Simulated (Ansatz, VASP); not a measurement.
## MoS in VASP and in Ansatz

The input INCAR:

```
SYSTEM = MoS
  ALGO = Normal
  EDIFF = 1E-6
  ENCUT = 520
  GGA = PE
  ISIF = 2
  ISMEAR = 0
  ISPIN = 2
  LASPH = .True.
  LCHARG = .False.
  LDAU = .True.
  LDAUJ = 0 0
  LDAUL = 2 -1
  LDAUPRINT = 1
  LDAUTYPE = 2
  LDAUU = 4.38 0
  LMAXMIX = 4
  LORBIT = 11
  LREAL = .False.
  LWAVE = .False.
  MAGMOM = 2 0
  NBANDS = 21
  NELM = 150
  PREC = Accurate
  SIGMA = 0.1
```

File KPOINTS:

```
k-points
0
Gamma
  14 14 14
  0 0 0
```

File POSCAR:

```
MoS
1.0
    3.0720312719      0.0000000000      0.0000000000
    0.0000000000      3.0720312719      0.0000000000
    0.0000000000      0.0000000000      3.0720312719
Mo S
1 1
Direct
    0.0000000000      0.0000000000      0.0000000000
    0.5000000000      0.5000000000      0.5000000000
```

Input for Ansatz:

```yaml
crystal:
  lattice:
    - [3.0720312719, 0.0, 0.0]
    - [0.0, 3.0720312719, 0.0]
    - [0.0, 0.0, 3.0720312719]
  atoms:
    - { symbol: Mo, position: [0.0, 0.0, 0.0], spin: 2.0 }
    - { symbol: S, position: [0.5, 0.5, 0.5] }
basis:
  ecutwfc: 420
kpoints:
  mp_grid: { grid: [14, 14, 14] }
hamiltonian:
  xc: pbe
  hubbard: { sites: [{ species: Mo, l: d, u_eff: 4.38 }] }
scf:
  occupations: { method: gaussian, width: 0.1 }
output:
  forces: true
  stress: true
  eigenvalues: true
  populations: true
magnetization:
  spin_polarized: true
```

Alike in both runs: task single point; functional PBE; k mesh 14 × 14 × 14; occupations gaussian, width 0.1 eV; collinear spin; Hubbard terms Mo d U = 4.38 eV.

|  | VASP | Ansatz |
| --- | --- | --- |
| version | VASP 6.6.1 | Ansatz 0.2.0 |
| potentials or method | VASP PAW PBE potentials, release 64 (Mo_sv, S), cutoff 520 eV | scalar-relativistic, plane waves, PAW |
| valence electrons in the cell | 20 | 20 |

```tsv
	VASP	Ansatz	Ansatz less VASP
gap on the k mesh at the Fermi level (eV)	none	none	-
pressure (GPa)	7.0	6.1	-0.90
net moment per atom (μB)	0.89	0.91	+0.012
size of the moment on the site where the two differ most (μB)	1.76	1.61	-0.157
```

Site moments also hang on the region over which each program counts them. The programs project onto different local orbitals, so the same U acts differently, and such runs can settle in different states. A gap of «none» marks a metal or a gap that the smearing closes. Ansatz's warnings: filled band counts differ across k points.
